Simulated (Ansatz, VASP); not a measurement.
# One calculation of SiC, two programs

Contents of INCAR:

```
SYSTEM = SiC
PREC     = Accurate       ! precision mode
ENCUT    = 520            ! plane-wave cutoff, eV
EDIFF    = 1E-6           ! SCF threshold, eV
ISMEAR   = 0              ! smearing method
SIGMA    = 0.05           ! smearing width, eV
LREAL    = .FALSE.        ! projectors in reciprocal space
LASPH    = .TRUE.         ! aspherical terms in the spheres
NELM     = 60             ! most SCF steps
ALGO     = Normal         ! electronic algorithm
ISIF     = 2              ! what is computed and relaxed
LWAVE    = .FALSE.        ! write WAVECAR
LCHARG   = .FALSE.        ! write CHGCAR
GGA      = PE             ! functional
NBANDS   = 16             ! bands
```

The input KPOINTS:

```
Automatic mesh
0
G
  12 12 6
  0 0 0
```

POSCAR

```
SiC
1.0
    3.0759982064      0.0000000000      0.0000000000
   -1.5379991032      2.6638925888      0.0000000000
    0.0000000000      0.0000000000      5.0480000000
Si C
2 2
Direct
    0.3333333333      0.6666666667      0.0000000000
    0.6666666667      0.3333333333      0.5000000000
    0.3170784474      0.6666666667      0.3850000000
    0.6666666667      0.3333333333      0.8850000000
```

Input for Ansatz:

```yaml
crystal:
  lattice:
    - [3.0759982064, 0.0, 0.0]
    - [-1.5379991032, 2.6638925888, 0.0]
    - [0.0, 0.0, 5.048]
  atoms:
    - { symbol: Si, position: [0.3333333333, 0.6666666667, 0.0] }
    - { symbol: Si, position: [0.6666666667, 0.3333333333, 0.5] }
    - { symbol: C, position: [0.3170784474, 0.6666666667, 0.385] }
    - { symbol: C, position: [0.6666666667, 0.3333333333, 0.885] }
basis:
  ecutwfc: 420
kpoints:
  mp_grid: { grid: [12, 12, 6] }
hamiltonian:
  xc: pbe
scf:
  occupations: { method: gaussian, width: 0.05 }
output:
  forces: true
  stress: true
  eigenvalues: true
```

Alike in both runs: task single point; functional PBE; k mesh 12 × 12 × 6; occupations gaussian, width 0.05 eV; no spin polarisation.

```csv
,VASP,Ansatz
version,VASP 6.6.1,Ansatz 0.2.0
potentials or method,"VASP PAW PBE potentials, release 64 (Si, C), cutoff 520 eV","scalar-relativistic, plane waves, PAW"
valence electrons in the cell,16,16
```

Ansatz gave:

| Item | Value |
| --- | --- |
| gap on the k mesh at the Fermi level (eV) | 2.31 |
| least direct gap on the mesh (eV) | 4.04 |
| pressure (GPa) | 3.9 |
| traceless stress, the component that is largest in VASP (GPa) | -3.37 |
| rms of the force components (eV/Å) | 0.612 |

Question: Estimate VASP's values.

Answer: gap on the k mesh at the Fermi level (eV): 2.30; least direct gap on the mesh (eV): 4.03; pressure (GPa): 3.8; traceless stress, the component that is largest in VASP (GPa): -3.35; rms of the force components (eV/Å): 0.612.

Atom by atom the forces differ by 0.000 eV/Å (rms over components).
